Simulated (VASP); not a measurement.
**Si: relaxation of cell and atoms with LDA**

Crystal: Si.

```
CELL_PARAMETERS angstrom
0.00000 2.70097 2.70097
2.70097 0.00000 2.70097
2.70097 2.70097 0.00000
ATOMIC_POSITIONS crystal
Si 0.00000 0.00000 0.00000
Si 0.25000 0.25000 0.25000
```

```
Program                : VASP 6.6.1
Task                   : relaxation of cell and atoms
Functional             : LDA
Potentials or basis    : VASP PAW LDA potentials, release 64 (Si)
Cutoff                 : 500 eV
k mesh                 : 12 × 12 × 12
Occupations            : gaussian, width 0.02 eV
Spin                   : no spin polarisation
Dipole correction      : no
Further INCAR settings : ALGO = Normal; EDIFF = 1e-07; IBRION = 2; EDIFFG = -0.002; NSW = 100; ISIF = 3
```

The relaxed volume is 19.71 Å³/atom. The relaxed cell is a = 3.820 Å, b = 3.820 Å, c = 3.820 Å, α = 60.00°, β = 60.00°, γ = 60.00°. The space group after relaxing (to 0.1 Å) is Fd-3m (No. 227), the energy gained by relaxing is 0.0 meV/atom and the ionic steps are 3. The pressure after relaxing is 0.0 GPa and the band gap on the k mesh is 0.44 eV (least direct gap 2.53 eV).

Final structure:
```yaml
crystal:
  lattice:
    - [0.00000, 2.70140, 2.70140]
    - [2.70140, 0.00000, 2.70140]
    - [2.70140, 2.70140, 0.00000]
  atoms:
    - { symbol: Si, position: [0.00000, 0.00000, 0.00000] }
    - { symbol: Si, position: [0.25000, 0.25000, 0.25000] }
```

Levels at points of the mesh, in eV from the valence-band top:
| k point | band 1 | band 2 | band 3 | band 4 | band 5 | band 6 | band 7 | band 8 |
| --- | --- | --- | --- | --- | --- | --- | --- | --- |
| (0.00, 0.00, 0.00) | -12.06 | 0.00 | 0.00 | 0.00 | 2.53 | 2.53 | 2.53 | 3.39 |
| (0.50, 0.00, 0.00) | -9.69 | -7.06 | -1.21 | -1.21 | 1.48 | 3.29 | 3.29 | 7.54 |
| (0.50, 0.50, 0.00) | -7.86 | -7.86 | -2.89 | -2.89 | 0.58 | 0.58 | 10.11 | 10.11 |

It took 17 s on 1 thread of AMD EPYC 9R45 96-Core Processor (Zen 5), on a shared host, peak memory 0.11 GiB.

A k mesh can miss the band edges.
